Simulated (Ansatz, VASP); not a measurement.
# SrCl2 in VASP and in Ansatz

POSCAR

```
SrCl2
1.0
    0.0000000000      3.5837343655      3.2970356162
    3.5837343655      0.0000000000      3.2970356162
    3.5837343655      3.5837343655      0.0000000000
Sr Cl
1 2
Direct
    0.0000000000      0.0000000000      0.0000000000
    0.2500000000      0.2500000000      0.2500000000
    0.7500000000      0.7500000000      0.7500000000
```

INCAR.step1

```
SYSTEM = SrCl2
PREC     = Accurate       ! precision mode
ENCUT    = 520            ! plane-wave cutoff, eV
ISMEAR   = 0              ! smearing method
SIGMA    = 0.05           ! smearing width, eV
LREAL    = .FALSE.        ! projectors in reciprocal space
LASPH    = .TRUE.         ! aspherical terms in the spheres
NELM     = 60             ! most SCF steps
NBANDS   = 19             ! bands
GGA      = PE             ! functional
ALGO     = Normal         ! electronic algorithm
EDIFF    = 1E-4           ! SCF threshold, eV
LWAVE    = .TRUE.         ! write WAVECAR
LCHARG   = .FALSE.        ! write CHGCAR
```

INCAR.step2

```
SYSTEM = SrCl2
PREC     = Accurate       ! precision mode
ENCUT    = 520            ! plane-wave cutoff, eV
EDIFF    = 1E-7           ! SCF threshold, eV
ISMEAR   = 0              ! smearing method
SIGMA    = 0.05           ! smearing width, eV
LREAL    = .FALSE.        ! projectors in reciprocal space
LASPH    = .TRUE.         ! aspherical terms in the spheres
NELM     = 60             ! most SCF steps
ALGO     = Normal         ! electronic algorithm
ISIF     = 2              ! what is computed and relaxed
LWAVE    = .FALSE.        ! write WAVECAR
LCHARG   = .FALSE.        ! write CHGCAR
METAGGA  = R2SCAN         ! meta-GGA
LMIXTAU  = .TRUE.       
NBANDS   = 19             ! bands
ISTART   = 1
```

Contents of KPOINTS:

```
regular mesh
0
G
  6 6 6
  0 0 0
```

Input for Ansatz:

```yaml
crystal:
  lattice:
    - [0.0, 3.5837343655, 3.2970356162]
    - [3.5837343655, 0.0, 3.2970356162]
    - [3.5837343655, 3.5837343655, 0.0]
  atoms:
    - { symbol: Sr, position: [0.0, 0.0, 0.0] }
    - { symbol: Cl, position: [0.25, 0.25, 0.25] }
    - { symbol: Cl, position: [0.75, 0.75, 0.75] }
basis:
  ecutwfc: 500
kpoints:
  mp_grid: { grid: [6, 6, 6] }
hamiltonian:
  xc: r2scan
scf:
  occupations: { method: gaussian, width: 0.05 }
output:
  forces: true
  stress: true
  eigenvalues: true
```

Alike in both runs: task single point; functional r2SCAN; k mesh 6 × 6 × 6; occupations gaussian, width 0.05 eV; no spin polarisation.

|  | VASP | Ansatz |
| --- | --- | --- |
| version | VASP 6.6.1 | Ansatz 0.2.0 |
| potentials or method | VASP PAW PBE potentials, release 64 (Sr_sv, Cl), cutoff 520 eV | scalar-relativistic, plane waves, PAW |
| valence electrons in the cell | 24 | 24 |

|  | VASP | Ansatz | Ansatz less VASP |
| --- | --- | --- | --- |
| gap on the k mesh at the Fermi level (eV) | 5.38 | 5.38 | -0.001 |
| least direct gap on the mesh (eV) | 5.54 | 5.53 | -0.003 |
| pressure (GPa) | 0.5 | 0.5 | -0.05 |
| traceless stress, the component that is largest in VASP (GPa) | 3.23 | 3.25 | +0.020 |

VASP's potentials were made for PBE, not for r2SCAN.
